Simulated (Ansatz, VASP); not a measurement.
**Si5C in VASP and in Ansatz**

```
CELL_PARAMETERS angstrom
2.14348 0.00000 0.00000
-1.07174 1.85631 0.00000
0.00000 0.00000 22.31596
ATOMIC_POSITIONS crystal
Si 0.33333 0.66667 0.66667
Si 0.33333 0.66667 0.00000
Si 0.33333 0.66667 0.33333
Si 0.66667 0.33333 0.66667
Si 0.66667 0.33333 0.33333
C 0.66667 0.33333 0.00000
```

Alike in both runs: task relaxation of cell and atoms; functional PBE; k mesh 12 × 12 × 1; occupations gaussian, width 0.1 eV; no spin polarisation.

```csv
,VASP,Ansatz
version,VASP 6.6.1,Ansatz 0.2.0
potentials or method,"VASP PAW PBE potentials, release 64 (Si, C), cutoff 600 eV","scalar-relativistic, plane waves, PAW"
valence electrons in the cell,24,24
```

VASP gave:

```
gap on the k mesh at the Fermi level, each at its own relaxed structure (eV) : none
relaxed volume (Å³/atom)                                                     : 28.39
relaxed length of the cell vector where the two differ most in proportion (Å)              : 3.685
```

Which values does Ansatz return?

gap on the k mesh at the Fermi level, each at its own relaxed structure (eV): none; relaxed volume (Å³/atom): 19.50; relaxed length of the cell vector where the two differ most in proportion (Å): 3.142.

A gap of «none» marks a metal or a gap that the smearing closes. One of these differences is far larger than is usual between the two programs; its cause wasn't traced.

Noted on VASP's run: the volume moved by over 15 % at a fixed basis, so the end points are rough.
